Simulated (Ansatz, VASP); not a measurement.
One calculation of YZn, two programs

File INCAR:

```
PREC     = Accurate       # precision mode
ENCUT    = 520            # plane-wave cutoff, eV
EDIFF    = 1E-7           # SCF threshold, eV
ISMEAR   = -1             # smearing method
SIGMA    = 0.05           # smearing width, eV
LREAL    = False          # projectors in reciprocal space
LASPH    = True           # aspherical terms in the spheres
NELM     = 60             # most SCF steps
ALGO     = Normal         # electronic algorithm
ISIF     = 2              # what is computed and relaxed
LWAVE    = False          # write WAVECAR
LCHARG   = True           # write CHGCAR
GGA      = CA             # functional
LELF     = True           # ELF
LVHAR    = True         
NBANDS   = 18             # bands
```

Contents of KPOINTS:

```
regular mesh
0
Gamma
  11 11 11
```

The input POSCAR:

```
YZn
1.0
    0.0000000000      2.9629870000      2.9629870000
    2.9629870000      0.0000000000      2.9629870000
    2.9629870000      2.9629870000      0.0000000000
Y Zn
1 1
Direct
    0.0000000000      0.0000000000      0.0000000000
    0.5000000000      0.5000000000      0.5000000000
```

Input for Ansatz:

```yaml
crystal:
  lattice:
    - [0.0, 2.962987, 2.962987]
    - [2.962987, 0.0, 2.962987]
    - [2.962987, 2.962987, 0.0]
  atoms:
    - { symbol: "Y", position: [0.0, 0.0, 0.0] }
    - { symbol: Zn, position: [0.5, 0.5, 0.5] }
kpoints:
  mp_grid: { grid: [11, 11, 11] }
  band_path:
    path:
      - [0.0, 0.0, 0.0]
      - [0.5, 0.0, 0.5]
      - [0.625, 0.25, 0.625]
      - [0.375, 0.375, 0.75]
      - [0.0, 0.0, 0.0]
      - [0.5, 0.5, 0.5]
      - [0.5, 0.25, 0.75]
      - [0.5, 0.0, 0.5]
    npoints: 14
scf:
  occupations: { method: fermi_dirac, width: 0.05 }
hamiltonian:
  xc: lda
  pseudopotentials: { kind: all_electron, lapw: { basis_error: 0.001 } }
output:
  forces: true
  stress: true
  eigenvalues: true
  populations: true
```

Alike in both runs: task single point; functional LDA; k mesh 11 × 11 × 11; occupations fermi-dirac, width 0.05 eV; no spin polarisation.

|  | VASP | Ansatz |
| --- | --- | --- |
| version | VASP 6.6.1 | Ansatz 0.2.0 |
| potentials or method | VASP PAW LDA potentials, release 64 (Y_sv, Zn), cutoff 520 eV | all-electron LAPW, scalar-relativistic |

Ansatz gave:

| Item | Value |
| --- | --- |
| pressure (GPa) | -4.5 |

Task: Which values does VASP return?

Result: Pressure (GPa): -4.4.

LDA's correlation is that of Perdew and Zunger in VASP and of Perdew and Wang (1992) in Ansatz. Ansatz ran all-electron here, and VASP with PAW potentials.
